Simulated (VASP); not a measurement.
Input of a VASP 6.6.1 run:

POSCAR

```
Ba
1.0
    7.3205535869      0.0000000000      0.0000000000
   -3.6602767934      6.3397853760      0.0000000000
    0.0000000000      0.0000000000      4.2959746262
Ba
3
Direct
    1.0000000000      0.0000000000      1.0000000000
    0.3333333333      0.6666666667      0.5000000000
    0.6666666667      0.3333333333      0.5000000000
```

Contents of INCAR.step1:

```
SYSTEM = Ba
  ALGO = Normal
  EDIFF = 1E-4
  ENCUT = 520
  GGA = PE
  ISMEAR = -1
  LASPH = .True.
  LCHARG = .False.
  LREAL = .False.
  LWAVE = .True.
  NBANDS = 22
  NELM = 100
  PREC = Accurate
  SIGMA = 0.1
```

The input INCAR.step2:

```
SYSTEM = Ba
  ALGO = Normal
  EDIFF = 1E-6
  ENCUT = 520
  ISIF = 2
  ISMEAR = -1
  ISTART = 1
  LASPH = .True.
  LCHARG = .False.
  LMIXTAU = .True.
  LREAL = .False.
  LWAVE = .False.
  METAGGA = R2SCAN
  NBANDS = 22
  NELM = 100
  PREC = Accurate
  SIGMA = 0.1
```

The input KPOINTS:

```
k-points
0
Gamma
  6 6 8
  0 0 0
```

Potentials or basis: VASP PAW PBE potentials, release 64 (Ba_sv).

Launch:

```bash
$ cat potpaw_PBE.64/Ba_sv/POTCAR > POTCAR
$ cp INCAR.step1 INCAR
$ mpirun -np 1 vasp_std > vasp.out
$ cp INCAR.step2 INCAR
$ mpirun -np 1 vasp_std > vasp.out
```

**Question.** What does it give for the pressure?

**Answer.** 0.0 GPa.

**Question.** Estimate the band gap on the k mesh.

**Answer.** Zero (bands 15 and 16 overlap by 0.60 eV).

Caveat: the PAW data sets were made with another functional, which shifts forces and pressure a little; spin-orbit coupling is left out, which moves the levels of the heavy elements.
